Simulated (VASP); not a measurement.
Runs of VASP 6.6.1 on Cu. The structure is that of space group Cmcm (No. 63), or close to it. The cells are those of the table. 

| cell | further INCAR settings | gap on the mesh (eV) | pressure (GPa) | largest force (eV/Å) |
| --- | --- | --- | --- | --- |
| a = 4.300, b = 4.300, c = 2.564 Å, angles 90.0, 90.0, 145.8°, 2 atoms | ALGO = Fast; EDIFF = 1e-06; NBANDS = 18 | none | -5.7 | 0.06 |
| a = 4.296, b = 4.296, c = 2.542 Å, angles 90.0, 90.0, 143.2°, 2 atoms | ALGO = Fast; EDIFF = 1e-06; NBANDS = 18 | none | -8.9 | 0.26 |
| a = 4.337, b = 4.337, c = 2.576 Å, angles 90.0, 90.0, 144.5°, 2 atoms | ALGO = Fast; EDIFF = 1e-07; NBANDS = 18 | none | (b) | 0.17 |
| a = 4.303, b = 4.303, c = 2.582 Å, angles 90.0, 90.0, 148.3°, 2 atoms | ALGO = Fast; EDIFF = 1e-06; NBANDS = 18 | none | 1.9 | 0.14 |
| a = 4.259, b = 4.259, c = 2.548 Å, angles 90.0, 90.0, 147.1°, 2 atoms | ALGO = Fast; EDIFF = 1e-07; NBANDS = 18 | none | (a) | 0.08 |
| a = 4.176, b = 4.176, c = 2.481 Å, angles 90.0, 90.0, 144.5°, 2 atoms | ALGO = Fast; EDIFF = 1e-07; NBANDS = 18 | none | (c) | 0.10 |
| a = 4.423, b = 4.423, c = 2.646 Å, angles 90.0, 90.0, 147.1°, 2 atoms | ALGO = Fast; EDIFF = 1e-06; NBANDS = 18 | none | -10.0 | 0.06 |
| a = 4.172, b = 4.172, c = 2.496 Å, angles 90.0, 90.0, 147.1°, 2 atoms | ALGO = Fast; EDIFF = 1e-06; NBANDS = 18 | none | 10.0 | 0.19 |

Alike in all rows: task single point; level PBE; potentials or basis VASP PAW PBE potentials, release 64 (Cu); no spin polarisation; k mesh 20 × 20 × 20; cutoff (eV) 520; smearing gaussian 0.15 eV.

Estimate the missing entries.

(a) 0.7; (b) -9.8; (c) 1.4.

Caveats: the cell stands under tension (at least some runs); the stress differs along the axes, from -15 to -5 GPa (at least some runs); the stress differs along the axes, from -6 to 16 GPa (at least some runs); the stress differs along the axes, from -3 to 7 GPa (at least some runs); the stress differs along the axes, from -4 to 5 GPa (at least some runs); the stress differs along the axes, from -12 to -5 GPa (at least some runs); the stress differs along the axes, from 6 to 17 GPa (at least some runs).

A gap of «none» marks levels without a gap at the run's occupations.
